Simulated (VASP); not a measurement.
# Rb (P6_3/mmc) in VASP: a series of runs, part 2 of 2

VASP 6.6.1. Earlier steps stand in the parts before.

## 4. Single point, BLYP (volume scaled by 0.92)

Contents of INCAR:

```
SYSTEM = Rb
PREC = Accurate
ENCUT = 520
EDIFF = 1E-7
ISMEAR = -1
SIGMA = 0.1
LREAL = .FALSE.
LASPH = .TRUE.
NELM = 100
ALGO = Normal
ISIF = 2
LWAVE = .FALSE.
LCHARG = .TRUE.
GGA = B5
ALDAX = 1.0
AGGAX = 1.0
AGGAC = 1.0
ALDAC = 0.0
LELF = .TRUE.
LVHAR = .TRUE.
NBANDS = 16
```

Contents of KPOINTS:

```
Automatic mesh
0
G
  8 8 5
  0 0 0
```

Contents of POSCAR:

```
Rb
1.0
    4.9795111395      0.0000000000      0.0000000000
   -2.4897555698      4.3123831453      0.0000000000
    0.0000000000      0.0000000000      8.1983779086
Rb
2
Direct
    0.3333333333      0.6666666667      0.2500000000
    0.6666666667      0.3333333333      0.7500000000
```

Potentials or basis: VASP PAW PBE potentials, release 64 (Rb_sv).

Launch:

```console
$ cat potpaw_PBE.64/Rb_sv/POTCAR > POTCAR
$ mpirun -np 1 vasp_std > vasp.out
```

OUTCAR:

```text
SYSTEM = Rb
   PREC = Accurate
   ENCUT = 520
   EDIFF = 1E-7
   ISMEAR = -1
   LREAL = .FALSE.
   LASPH = .TRUE.
   NELM = 100
   ISIF = 2
   GGA = B5

 ion  position               nearest neighbor table
   1  0.333  0.667  0.250-   2 5.01   2 5.01   2 5.01   2 5.01   2 5.01   2 5.01
   2  0.667  0.333  0.750-   1 5.01   1 5.01   1 5.01   1 5.01   1 5.01   1 5.01

  LATTYP: Found a hexagonal cell.
 ALAT       =     4.9795111395
 C/A-ratio  =     1.6464222449

  Lattice vectors:

 A1 = (   4.9795111395,   0.0000000000,   0.0000000000)
 A2 = (  -2.4897555698,   4.3123831453,   0.0000000000)
 A3 = (   0.0000000000,   0.0000000000,   8.1983779086)

Analysis of symmetry for initial positions (statically):
=====================================================================
 Subroutine PRICEL returns:
 Original cell was already a primitive cell.

 Routine SETGRP: Setting up the symmetry group for a
 hexagonal supercell.

 Subroutine GETGRP returns: Found 24 space group operations
[... 160 lines left out ...]
  ---------------------------------------------------
  ext. energy  EPLUGINS =         0.00000000
  ---------------------------------------------------
  free energy    TOTEN  =        -1.22945735 eV

  energy without entropy =       -1.16571240  energy(sigma->0) =       -1.19758487

 E-fermi :   0.5085     XC(G=0):  -5.1447

 val. band max:        0.4233049914   @ k =   0.3750   0.1250   0.2000
 cond. band min:       0.5207200047   @ k =   0.5000  -0.0000   0.0000
 fundamental gap:      0.0974150132
 Fermi energy:         0.5085428727

 k-point     1 :       0.0000    0.0000    0.0000
  band No.  band energies     occupation
      1     -28.4742      2.00000
      2     -28.4698      2.00000
      3     -12.6723      2.00000
      4     -12.5815      2.00000
      5     -12.5815      2.00000
      6     -12.5678      2.00000
[... 433 lines left out ...]
      3     -12.6619      2.00000
      4     -12.6553      2.00000
      5     -12.6041      2.00000
      6     -12.5950      2.00000
[... 8 lines left out ...]
     15       4.1300      0.00000
     16       4.4114      0.00000

 [... further k-points ...]
[... 5 lines left out ...]
  --------------------------------------------------------------------------------------
  -------------------------------------------------------------------------------------
  Total        0.2939843      0.2939843      0.2147916     -0.0000000     -0.0000000      0.0000000
  in kB        2.6754868      2.6754868      1.9547715     -0.0000000     -0.0000000      0.0000000
  external PRESSURE =       2.4352483 kB  Pullay stress =       0.0000000 kB

 VOLUME and BASIS-vectors are now :
 -----------------------------------------------------------------------------
  energy-cutoff  :      520.00
  volume of cell :      176.05
      direct lattice vectors                 reciprocal lattice vectors
     4.979511139  0.000000000  0.000000000     0.200822927  0.115945171  0.000000000
    -2.489755570  4.312383145  0.000000000     0.000000000  0.231890341  0.000000000
     0.000000000  0.000000000  8.198377909     0.000000000  0.000000000  0.121975348

 POSITION                                       TOTAL-FORCE (eV/Angst)
 -----------------------------------------------------------------------------------
     -0.00000      2.87492      2.04959         0.000000      0.000000      0.000000
      2.48976      1.43746      6.14878        -0.000000     -0.000000      0.000000
 -----------------------------------------------------------------------------------
    total drift:                               -0.000000      0.000000     -0.000000

  FREE ENERGIE OF THE ION-ELECTRON SYSTEM (eV)
  ---------------------------------------------------
  free  energy   TOTEN  =        -1.2294573484 eV

  energy  without entropy=       -1.1657123953  energy(sigma->0) =       -1.19758487
```

OSZICAR:

```text
N       E                     dE             d eps       ncg     rms          rms(c)
DAV:   1     0.113649379890E+03    0.11365E+03   -0.68505E+03   960   0.854E+02
DAV:   2     0.106699028261E+02   -0.10298E+03   -0.99779E+02  1232   0.181E+02
DAV:   3    -0.378577477966E-01   -0.10708E+02   -0.10680E+02  1384   0.572E+01
DAV:   4    -0.122448769237E+01   -0.11866E+01   -0.11865E+01  1696   0.132E+01
DAV:   5    -0.123363257409E+01   -0.91449E-02   -0.91447E-02  1352   0.122E+00    0.112E+00
DAV:   6    -0.123001572875E+01    0.36168E-02   -0.63013E-03  1312   0.433E-01    0.674E-01
DAV:   7    -0.122909121806E+01    0.92451E-03   -0.73912E-03  1280   0.457E-01    0.783E-02
DAV:   8    -0.122933336344E+01   -0.24215E-03   -0.54817E-04  1448   0.111E-01    0.193E-02
DAV:   9    -0.122940299725E+01   -0.69634E-04   -0.83950E-05  1296   0.333E-02    0.886E-03
DAV:  10    -0.122945529882E+01   -0.52302E-04   -0.20437E-04  1120   0.401E-02    0.364E-03
DAV:  11    -0.122945590544E+01   -0.60662E-06   -0.23150E-06  1416   0.594E-03    0.194E-03
DAV:  12    -0.122945738508E+01   -0.14796E-05   -0.72876E-06  1104   0.660E-03    0.105E-03
DAV:  13    -0.122945734845E+01    0.36634E-07   -0.47738E-07  1048   0.170E-03
   1 F= -.12294573E+01 E0= -.11975849E+01  d E =-.637450E-01
```

stdout:

```text
POSCAR found type information on POSCAR Rb
 POSCAR found :  1 types and       2 ions
 scaLAPACK will be used
 -----------------------------------------------------------------------------
|                                                                             |
|                                                                             |
|     You enforced a specific xc type in the INCAR file but a different       |
|     I HOPE YOU KNOW WHAT YOU ARE DOING!                                     |
|                                                                             |
 -----------------------------------------------------------------------------

 LDA part: xc-table for (Slater(with rela. corr.)+VWN5), standard interpolation
 POSCAR, INCAR and KPOINTS ok, starting setup
 FFT: planning ... GRIDC
 FFT: planning ... GRID_SOFT
 FFT: planning ... GRID
 WAVECAR not read
 entering main loop
```

Wall time 85 s (1 thread of AMD EPYC 9R45 (Zen 5), shared host); peak memory 0.29 GiB.

What came out:

- Free energy: -1.2295 eV
- Pressure: 0.2 GPa
- Band gap on the k mesh: zero (band 9 reaches 1.28 eV, above the bottom of band 10 at -0.53 eV)

Levels at points of the mesh, in eV from the Fermi level:
```
           k point  band 6  band 7  band 8  band 9  band 10  band 11  band 12  band 13
(0.00, 0.00, 0.00)  -13.08  -13.08  -13.08   -2.01     0.04     0.79     3.36     3.36
(0.50, 0.00, 0.00)  -13.11  -13.10  -13.09    0.01     0.42     1.33     1.51     2.09
```

Caveat: the PAW data sets were made with another functional, which shifts forces and pressure a little.

## 5. Single point, BLYP (volume scaled by 0.96)

Contents of INCAR:

```
PREC = Accurate
ENCUT = 520
EDIFF = 1E-6
ISMEAR = -1
SIGMA = 0.1
LREAL = False
LASPH = True
NELM = 100
ALGO = Normal
ISIF = 2
LWAVE = False
LCHARG = False
GGA = B5
ALDAX = 1.0
AGGAX = 1.0
AGGAC = 1.0
ALDAC = 0.0
NBANDS = 16
```

Contents of KPOINTS:

```
regular mesh
0
Gamma
  8 8 5
```

Contents of POSCAR:

```
Rb
1.0
    5.0506566251      0.0000000000      0.0000000000
   -2.5253283125      4.3739969431      0.0000000000
    0.0000000000      0.0000000000      8.3155134186
Rb
2
Direct
    0.3333333333      0.6666666667      0.2500000000
    0.6666666667      0.3333333333      0.7500000000
```

Launch:

```console
$ cat potpaw_PBE.64/Rb_sv/POTCAR > POTCAR
$ mpirun -np 1 vasp_std > vasp.out
```

Run time: 76 s. Hardware: 1 thread of AMD EPYC 9R45 (Zen 5), shared host; peak memory 0.29 GiB.

The run converged. Its results:

| Property | Result |
| --- | --- |
| Free energy | -1.2381 eV |
| Pressure | 0.1 GPa |
| Band gap on the k mesh | zero (band 9 reaches 1.16 eV, above the bottom of band 10 at -0.61 eV) |

Levels at points of the mesh, in eV from the Fermi level:
```tsv
k point	band 5	band 6	band 7	band 8	band 9	band 10	band 11	band 12	band 13	band 14
(0.00, 0.00, 0.00)	-13.11	-13.10	-13.10	-13.10	-1.95	0.05	0.77	3.33	3.33	3.33
(0.50, 0.00, 0.00)	-13.15	-13.13	-13.12	-13.11	0.01	0.42	1.36	1.52	2.05	2.44
```

Caveat: the PAW data sets were made with another functional, which shifts forces and pressure a little.

## 6. Single point, BLYP

Contents of INCAR:

```
SYSTEM = Rb
AGGAC = 1.0
AGGAX = 1.0
ALDAC = 0.0
ALDAX = 1.0
ALGO = Normal
EDIFF = 1E-6
ENCUT = 520
GGA = B5
ISIF = 2
ISMEAR = -1
LASPH = .TRUE.
LCHARG = .FALSE.
LREAL = .FALSE.
LWAVE = .FALSE.
NBANDS = 16
NELM = 100
PREC = Accurate
SIGMA = 0.1
```

Contents of KPOINTS:

```
k-points
0
G
  8 8 5
  0 0 0
```

Contents of POSCAR:

```
Rb
1.0
    5.1198523007      0.0000000000      0.0000000000
   -2.5599261503      4.4339221560      0.0000000000
    0.0000000000      0.0000000000      8.4294387182
Rb
2
Direct
    0.3333333333      0.6666666667      0.2500000000
    0.6666666667      0.3333333333      0.7500000000
```

Potentials or basis: VASP PAW PBE potentials, release 64 (Rb_sv).

Launch:

```console
$ cat potpaw_PBE.64/Rb_sv/POTCAR > POTCAR
$ mpirun -np 1 vasp_std > vasp.out
```

Wall time 86 s (1 thread of AMD EPYC 9R45 (Zen 5), shared host); peak memory 0.29 GiB.

The run converged. Its results:

```yaml
Free_energy: -1.2414 eV
Pressure: 0.0 GPa
Band_gap_on_the_k_mesh: zero (band 9 reaches 1.06 eV, above the bottom of band 10 at -0.68 eV)
```

Levels at points of the mesh, in eV from the Fermi level:
| k point | band 5 | band 6 | band 7 | band 8 | band 9 | band 10 | band 11 | band 12 | band 13 | band 14 |
| --- | --- | --- | --- | --- | --- | --- | --- | --- | --- | --- |
| (0.00, 0.00, 0.00) | -13.13 | -13.12 | -13.12 | -13.12 | -1.89 | 0.05 | 0.75 | 3.29 | 3.29 | 3.30 |
| (0.50, 0.00, 0.00) | -13.16 | -13.15 | -13.14 | -13.13 | 0.01 | 0.41 | 1.38 | 1.52 | 2.02 | 2.38 |

Caveat: the PAW data sets were made with another functional, which shifts forces and pressure a little.

## 7. Summary

| cell | k mesh | gap on the mesh (eV) | pressure (GPa) |
| --- | --- | --- | --- |
| a = 5.120, b = 5.120, c = 8.429 Å, angles 90.0, 90.0, 120.0°, 2 atoms | 7 × 7 × 4 | none | 0.0 |
| a = 4.906, b = 4.906, c = 8.078 Å, angles 90.0, 90.0, 120.0°, 2 atoms | 8 × 8 × 5 | none | 0.4 |
| a = 4.980, b = 4.980, c = 8.198 Å, angles 90.0, 90.0, 120.0°, 2 atoms | 8 × 8 × 5 | none | 0.2 |
| a = 5.051, b = 5.051, c = 8.316 Å, angles 90.0, 90.0, 120.0°, 2 atoms | 8 × 8 × 5 | none | 0.1 |
| a = 5.120, b = 5.120, c = 8.429 Å, angles 90.0, 90.0, 120.0°, 2 atoms | 8 × 8 × 5 | none | 0.0 |

Alike in all rows: task single point; level BLYP; potentials or basis VASP PAW PBE potentials, release 64 (Rb_sv); no spin polarisation; cutoff (eV) 520; smearing fermi-dirac 0.1 eV.

Caveats: the PAW data sets were made with another functional, which shifts forces and pressure a little.

Total energies depend on the potentials used, so only differences within one code and one set of settings carry meaning.
